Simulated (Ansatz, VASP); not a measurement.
# CdAg2 in VASP and in Ansatz

INCAR

```
PREC = Accurate ; ENCUT = 520
EDIFF = 1E-7 ; ISMEAR = -1
SIGMA = 0.05 ; LREAL = False
LASPH = True ; NELM = 100
ALGO = Normal ; ISIF = 2
LWAVE = False ; LCHARG = False
LDIPOL = True ; IDIPOL = 3
DIPOL = 0.5 0.5 0.500 ; GGA = CA
NBANDS = 24
```

The input KPOINTS:

```
regular mesh
0
Gamma
  13 13 1
```

POSCAR

```
CdAg2
1.0
    2.8284417087      0.0000000000      0.0000000000
   -1.4142208543      2.4495023729      0.0000000000
    0.0000000000      0.0000000000     20.6188000000
Cd Ag
1 2
Direct
    0.1666666667      0.3333333333      0.3883709467
    0.5000000000      1.0000000000      0.4999999966
    0.8333333333      0.6666666667      0.6116290563
```

Input for Ansatz:

```yaml
crystal:
  lattice:
    - [2.8284417087, 0.0, 0.0]
    - [-1.4142208543, 2.4495023729, 0.0]
    - [0.0, 0.0, 20.6188]
  atoms:
    - { symbol: Cd, position: [0.1666666667, 0.3333333333, 0.3883709467] }
    - { symbol: Ag, position: [0.5, 1.0, 0.4999999966] }
    - { symbol: Ag, position: [0.8333333333, 0.6666666667, 0.6116290563] }
kpoints:
  mp_grid: { grid: [13, 13, 1] }
scf:
  occupations: { method: fermi_dirac, width: 0.05 }
hamiltonian:
  xc: lda
  pseudopotentials: { kind: all_electron, lapw: { basis_error: 0.001 } }
output:
  forces: true
  stress: true
  eigenvalues: true
efield:
  axis: 3
  amplitude: 0
  dipole_correction: true
```

Alike in both runs: task single point; functional LDA; k mesh 13 × 13 × 1; occupations fermi-dirac, width 0.05 eV; no spin polarisation.

|  | VASP | Ansatz |
| --- | --- | --- |
| version | VASP 6.6.1 | Ansatz 0.2.0 |
| potentials or method | VASP PAW LDA potentials, release 64 (Cd, Ag), cutoff 520 eV | all-electron LAPW, scalar-relativistic |

|  | VASP | Ansatz | Ansatz less VASP |
| --- | --- | --- | --- |
| rms of the force components (eV/Å) | 0.299 | 0.274 | -0.0251 |

LDA's correlation is that of Perdew and Zunger in VASP and of Perdew and Wang (1992) in Ansatz. Atom by atom the forces differ by 0.025 eV/Å (rms over components). Ansatz ran all-electron here, and VASP with PAW potentials.
